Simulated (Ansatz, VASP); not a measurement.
# Two plane-wave programs on CaO

Contents of INCAR:

```
SYSTEM = CaO
PREC = Accurate
ENCUT = 520
EDIFF = 1E-6
ISMEAR = 0
SIGMA = 0.05
LREAL = .False.
LASPH = .True.
NELM = 80
ALGO = Normal
ISIF = 2
LWAVE = .False.
LCHARG = .True.
GGA = PE
LELF = .True.
LVHAR = .True.
NBANDS = 24
```

Contents of KPOINTS:

```
Automatic mesh
0
Gamma
  9 9 6
  0 0 0
```

The input POSCAR:

```
CaO
1.0
    3.5375287837      0.0000000000      0.0000000000
   -1.7687643919      3.8265826665      0.0000000000
    0.0000000000      0.0000000000      4.8717016612
Ca O
2 2
Direct
    0.3333333333      0.6666666667      0.7500000000
    0.6666666667      0.3333333333      0.2500000000
    0.3333333333      0.6666666667      0.2500000000
    0.6666666667      0.3333333333      0.7500000000
```

Input for Ansatz:

```yaml
crystal:
  lattice:
    - [3.5375287837, 0.0, 0.0]
    - [-1.7687643919, 3.8265826665, 0.0]
    - [0.0, 0.0, 4.8717016612]
  atoms:
    - { symbol: Ca, position: [0.3333333333, 0.6666666667, 0.75] }
    - { symbol: Ca, position: [0.6666666667, 0.3333333333, 0.25] }
    - { symbol: O, position: [0.3333333333, 0.6666666667, 0.25] }
    - { symbol: O, position: [0.6666666667, 0.3333333333, 0.75] }
basis:
  ecutwfc: 520.0
kpoints:
  mp_grid: { grid: [9, 9, 6] }
hamiltonian:
  xc: pbe
scf:
  occupations: { method: gaussian, width: 0.05 }
output:
  forces: true
  stress: true
  eigenvalues: true
```

Change from the starting cell: strain +e along x and -e along y -0.1100, strain +e along z and -e/2 along x and y +0.0133.

Alike in both runs: task single point; functional PBE; k mesh 9 × 9 × 6; occupations gaussian, width 0.05 eV; no spin polarisation.

```csv
,VASP,Ansatz
version,VASP 6.6.1,Ansatz 0.2.0
potentials or method,"VASP PAW PBE potentials, release 64 (Ca_sv, O), cutoff 520 eV","scalar-relativistic, plane waves, PAW"
valence electrons in the cell,32,32
```

Ansatz gave:

| Quantity | Value |
| --- | --- |
| gap on the k mesh at the Fermi level (eV) | 3.31 |
| least direct gap on the mesh (eV) | 3.31 |
| pressure (GPa) | 2.5 |
| traceless stress, the component that is largest in VASP (GPa) | 10.16 |
| rms of the force components (eV/Å) | 0.545 |

Question: Estimate VASP's values.

Answer: gap on the k mesh at the Fermi level (eV): 3.29; least direct gap on the mesh (eV): 3.29; pressure (GPa): 3.0; traceless stress, the component that is largest in VASP (GPa): 10.36; rms of the force components (eV/Å): 0.578.

Atom by atom the forces differ by 0.033 eV/Å (rms over components). With one functional, cell and mesh, what is left measures potentials, basis and numerics.
